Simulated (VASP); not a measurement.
Set up this calculation in VASP 6.6.1, as the native input.

| Property | Result |
| --- | --- |
| Task | relaxation of cell and atoms |
| Functional | PBE |
| Potentials or basis | VASP PAW PBE potentials, release 64 (Si) |
| Cutoff | 600 eV |
| k mesh | 10 × 10 × 10 |
| Occupations | fermi-dirac, width 0.02 eV |
| Spin | no spin polarisation |
| Dipole correction | no |
| Further INCAR settings | ALGO = Normal; EDIFF = 1e-06; IBRION = 2; EDIFFG = -0.005; NSW = 60; ISIF = 3 |

The structure of Si lies in POSCAR:

```
Si
1.0
    0.0000000000      2.7354715901      2.7354715901
    2.7354715901      0.0000000000      2.7354715901
    2.7354715901      2.7354715901      0.0000000000
Si
2
Direct
   -0.1250000000     -0.1250000000     -0.1250000000
    0.1250000000      0.1250000000      0.1250000000
```

One way to write it, as run:

INCAR

```
PREC = Accurate
ENCUT = 600
EDIFF = 1E-6
ISMEAR = -1
SIGMA = 0.02
LREAL = F
LASPH = T
NELM = 60
ALGO = Normal
ISIF = 3
LWAVE = F
LCHARG = F
GGA = PE
IBRION = 2
NSW = 60
EDIFFG = -0.005
```

KPOINTS

```
regular mesh
0
Gamma
  10 10 10
```

Potentials or basis: VASP PAW PBE potentials, release 64 (Si).

Run with:

```console
$ cat potpaw_PBE.64/Si/POTCAR > POTCAR
$ mpirun -np 1 vasp_std > vasp.out
```

Results of the run:

- Relaxed volume: 20.44 Å³/atom
- Relaxed cell: a = 3.867 Å, b = 3.867 Å, c = 3.867 Å, α = 60.00°, β = 60.00°, γ = 60.00°
- Space group after relaxing (to 0.1 Å): Fd-3m (No. 227)
- Energy gained by relaxing: 0.0 meV/atom
- Ionic steps: 3
- Pressure after relaxing: 0.0 GPa
- Band gap on the k mesh: 0.62 eV (least direct gap 2.56 eV)

Run time: 17 s on 1 thread of Intel(R) Xeon(R) Platinum 8488C (Sapphire Rapids) (shared host), peak memory 0.17 GiB.
